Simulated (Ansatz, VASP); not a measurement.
# BaHfO3 in VASP and in Ansatz

File INCAR:

```
PREC = Accurate
ENCUT = 520
EDIFF = 1E-6
ISMEAR = 0
SIGMA = 0.02
LREAL = F
LASPH = T
NELM = 100
ALGO = Normal
ISIF = 2
LWAVE = F
LCHARG = F
GGA = PE
NBANDS = 49
```

KPOINTS

```
Automatic mesh
0
Gamma
  6 6 4
```

File POSCAR:

```
BaHfO3
1.0
    5.9786101689      0.0000000000      0.0000000000
   -2.9893050845      5.1776282856      0.0000000000
    0.0000000000      0.0000000000      5.5380865437
Ba Hf O
2 2 6
Direct
    0.3333333333      0.6666666667      0.7500000000
    0.6666666667      0.3333333333      0.2500000000
    0.0000000000      0.0000000000      0.0000000000
    0.0000000000      0.0000000000      0.5000000000
    0.8470000032      0.6940000064      0.7500000000
    0.3059999936      0.1529999968      0.7500000000
    0.8470000032      0.1529999968      0.7500000000
    0.1529999968      0.3059999936      0.2500000000
    0.6940000064      0.8470000032      0.2500000000
    0.1529999968      0.8470000032      0.2500000000
```

Input for Ansatz:

```yaml
crystal:
  lattice:
    - [5.9786101689, 0.0, 0.0]
    - [-2.9893050845, 5.1776282856, 0.0]
    - [0.0, 0.0, 5.5380865437]
  atoms:
    - { symbol: Ba, position: [0.3333333333, 0.6666666667, 0.75] }
    - { symbol: Ba, position: [0.6666666667, 0.3333333333, 0.25] }
    - { symbol: Hf, position: [0.0, 0.0, 0.0] }
    - { symbol: Hf, position: [0.0, 0.0, 0.5] }
    - { symbol: O, position: [0.8470000032, 0.6940000064, 0.75] }
    - { symbol: O, position: [0.3059999936, 0.1529999968, 0.75] }
    - { symbol: O, position: [0.8470000032, 0.1529999968, 0.75] }
    - { symbol: O, position: [0.1529999968, 0.3059999936, 0.25] }
    - { symbol: O, position: [0.6940000064, 0.8470000032, 0.25] }
    - { symbol: O, position: [0.1529999968, 0.8470000032, 0.25] }
basis:
  ecutwfc: 420
kpoints:
  mp_grid: { grid: [6, 6, 4] }
  band_path:
    path:
      - [[0.0, 0.0, 0.0], [0.5, 0.0, 0.0], [0.33333333, 0.33333333, 0.0], [0.0, 0.0, 0.0], [0.0, 0.0, 0.5], [0.5, 0.0, 0.5], [0.33333333, 0.33333333, 0.5], [0.0, 0.0, 0.5]]
      - [[0.5, 0.0, 0.5], [0.5, 0.0, 0.0]]
      - [[0.33333333, 0.33333333, 0.5], [0.33333333, 0.33333333, 0.0]]
    npoints: 14
hamiltonian:
  xc: pbe
scf:
  occupations: { method: gaussian, width: 0.02 }
  n_extra_bands: 25
output:
  forces: true
  stress: true
  eigenvalues: true
  populations: true
  dos: { projected: true, de: 0.02, nscf_kmesh: { grid: [9, 9, 6] } }
  bader: true
```

Alike in both runs: task single point; functional PBE; k mesh 6 × 6 × 4; occupations gaussian, width 0.02 eV; no spin polarisation.

|  | VASP | Ansatz |
| --- | --- | --- |
| version | VASP 6.6.1 | Ansatz 0.2.0 |
| potentials or method | VASP PAW PBE potentials, release 64 (Ba_sv, Hf_pv, O), cutoff 520 eV | scalar-relativistic, plane waves, PAW |
| valence electrons in the cell | 76 | 108 |

|  | VASP | Ansatz | Ansatz less VASP |
| --- | --- | --- | --- |
| gap on the k mesh at the Fermi level (eV) | 3.05 | 3.03 | -0.026 |
| least direct gap on the mesh (eV) | 3.06 | 3.06 | 0.000 |
| pressure (GPa) | -0.7 | 0.0 | +0.71 |
| traceless stress, the component that is largest in VASP (GPa) | -0.77 | 0.00 | +0.776 |
| rms of the force components (eV/Å) | 0.091 | 0.000 | -0.0907 |

Atom by atom the forces differ by 0.092 eV/Å (rms over components). VASP's potentials hold 76 valence electrons a cell and Ansatz's 108, so a difference there can come from the potentials and not from the codes.

Spin-orbit coupling is off throughout.
